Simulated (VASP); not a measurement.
Wanted: the native input for a VASP 6.6.1 run.

```
Task                   : single point
Functional             : PBEsol
Potentials or basis    : VASP PAW PBE potentials, release 64 (N, Nb_sv)
Cutoff                 : 520 eV
k mesh                 : 3 × 12 × 1
Occupations            : gaussian, width 0.1 eV
Spin                   : no spin polarisation
Dipole correction      : yes
Further INCAR settings : ALGO = Normal; EDIFF = 1e-06; NBANDS = 126; NELMDL = -8
```

The structure of NbN lies in POSCAR:

```
NbN
1.0
   12.3899151800      0.0000000000      0.0000000000
    0.0000000000      3.0974787950      0.0000000000
    0.0000000000      0.0000000000     18.5707447816
N Nb
12 12
Direct
    0.0000000000      0.0000000000      0.0807722048
    0.1250000000      0.5000000000      0.1952403466
    0.2500000000      0.0000000000      0.0807722048
    0.3750000000      0.5000000000      0.1952403466
    0.5000000000      0.0000000000      0.0807722048
    0.6250000000      0.5000000000      0.1952403466
    0.7500000000      0.0000000000      0.0807722048
    0.8750000000      0.5000000000      0.1952403466
    0.0000000000      0.0000000000      0.3234288470
    0.2500000000      0.0000000000      0.3234288470
    0.5000000000      0.0000000000      0.3234288470
    0.7500000000      0.0000000000      0.3234288470
    0.0000000000      0.0000000000      0.1993589763
    0.1250000000      0.5000000000      0.0807722048
    0.2500000000      0.0000000000      0.1993589763
    0.3750000000      0.5000000000      0.0807722048
    0.5000000000      0.0000000000      0.1993589763
    0.6250000000      0.5000000000      0.0807722048
    0.7500000000      0.0000000000      0.1993589763
    0.8750000000      0.5000000000      0.0807722048
    0.1250000000      0.5000000000      0.3084203398
    0.3750000000      0.5000000000      0.3084203398
    0.6250000000      0.5000000000      0.3084203398
    0.8750000000      0.5000000000      0.3084203398
```

The input as run:

INCAR

```
  ALGO = Normal
  DIPOL = 0.5 0.5 0.198
  EDIFF = 1E-6
  ENCUT = 520
  GGA = PS
  GGA_COMPAT = False
  IDIPOL = 3
  ISIF = 2
  ISMEAR = 0
  LASPH = True
  LCHARG = False
  LDIPOL = True
  LREAL = False
  LWAVE = False
  NBANDS = 126
  NELM = 120
  NELMDL = -8
  PREC = Accurate
  SIGMA = 0.1
```

KPOINTS

```
k-points
0
Gamma
  3 12 1
```

Potentials or basis: VASP PAW PBE potentials, release 64 (N, Nb_sv).

Command:

```console
$ cat potpaw_PBE.64/N/POTCAR potpaw_PBE.64/Nb_sv/POTCAR > POTCAR
$ mpirun -np 1 vasp_std > vasp.out
```

Results of the run:

- Largest force: 1.208 eV/Å
- Band gap on the k mesh: zero (bands 108 and 109 overlap by 1.21 eV)

Caveat: the PAW data sets were made with another functional, which shifts forces and pressure a little.

Run time: 44 min on 1 thread of Intel(R) Xeon(R) 6975P-C (Granite Rapids), on a shared host, peak memory 1.2 GiB.
